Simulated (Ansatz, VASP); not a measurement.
Tl in VASP and in Ansatz

```
Tl
1.0
     3.61130    0.00000    0.00000
    -1.80565    3.12748    0.00000
     0.00000    0.00000    5.56903
Tl
2
Direct
  0.33333 0.66667 0.25000
  0.66667 0.33333 0.75000
```

Alike in both runs: functional PBE; k mesh 15 × 15 × 8; occupations gaussian, width 0.1 eV; no spin polarisation.

Ansatz relaxed the structure, and its values are those at the end. VASP's run is a single point on that final structure, the one shown.

|  | VASP | Ansatz |
| --- | --- | --- |
| version | VASP 6.6.1 | Ansatz 0.2.0 |
| potentials or method | VASP PAW PBE potentials, release 64 (Tl_d), cutoff 520 eV | scalar-relativistic, plane waves, PAW |
| valence electrons in the cell | 26 | 26 |

|  | VASP | Ansatz | Ansatz less VASP |
| --- | --- | --- | --- |
| gap on the k mesh at the Fermi level (eV) | none | none | - |
| pressure (GPa) | -0.1 | 0.0 | +0.06 |

A gap of «none» marks a metal or a gap that the smearing closes.

Neither program's run includes spin-orbit coupling.
